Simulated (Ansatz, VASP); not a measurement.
**Zn in VASP and in Ansatz**

INCAR

```
SYSTEM = Zn
PREC = Accurate
ENCUT = 520
EDIFF = 1E-7
ISMEAR = 0
SIGMA = 0.15
LREAL = .FALSE.
LASPH = .TRUE.
NELM = 100
ALGO = Fast
ISIF = 2
LWAVE = .FALSE.
LCHARG = .FALSE.
GGA = CA
NBANDS = 12
```

Contents of KPOINTS:

```
Automatic mesh
0
G
  20 20 20
  0 0 0
```

File POSCAR:

```
Zn
1.0
   -1.5458392400      1.5056386871      1.5658642346
    1.5458392400     -1.5056386871      1.5658642346
    1.5458392400      1.5056386871     -1.5658642346
Zn
1
Direct
    0.0000000000      0.0000000000      0.0000000000
```

Input for Ansatz:

```yaml
crystal:
  lattice:
    - [-1.54583924, 1.5056386871, 1.5658642346]
    - [1.54583924, -1.5056386871, 1.5658642346]
    - [1.54583924, 1.5056386871, -1.5658642346]
  atoms:
    - { symbol: Zn, position: [0.0, 0.0, 0.0] }
basis:
  ecutwfc: 520.0
kpoints:
  mp_grid: { grid: [20, 20, 20] }
hamiltonian:
  xc: lda
  pseudopotentials: { kind: paw }
scf:
  occupations: { method: gaussian, width: 0.15 }
output:
  forces: true
  stress: true
  eigenvalues: true
  write_density: true
  write_potential: true
  elf: true
  volumetric_format: npy
```

Change from the starting cell: normal strain along x +0.0267, normal strain along z +0.0400.

Alike in both runs: task single point; functional LDA; k mesh 20 × 20 × 20; occupations gaussian, width 0.15 eV; no spin polarisation.

|  | VASP | Ansatz |
| --- | --- | --- |
| version | VASP 6.6.1 | Ansatz 0.2.0 |
| potentials or method | VASP PAW LDA potentials, release 64 (Zn), cutoff 520 eV | scalar-relativistic, plane waves, PAW |
| valence electrons in the cell | 12 | 12 |

|  | VASP | Ansatz | Ansatz less VASP |
| --- | --- | --- | --- |
| gap on the k mesh at the Fermi level (eV) | none | none | - |
| pressure (GPa) | -4.7 | -5.2 | -0.54 |
| traceless stress, the component that is largest in VASP (GPa) | -1.04 | -1.05 | -0.013 |

LDA's correlation is that of Perdew and Zunger in VASP and of Perdew and Wang (1992) in Ansatz. A gap of «none» marks a metal or a gap that the smearing closes.
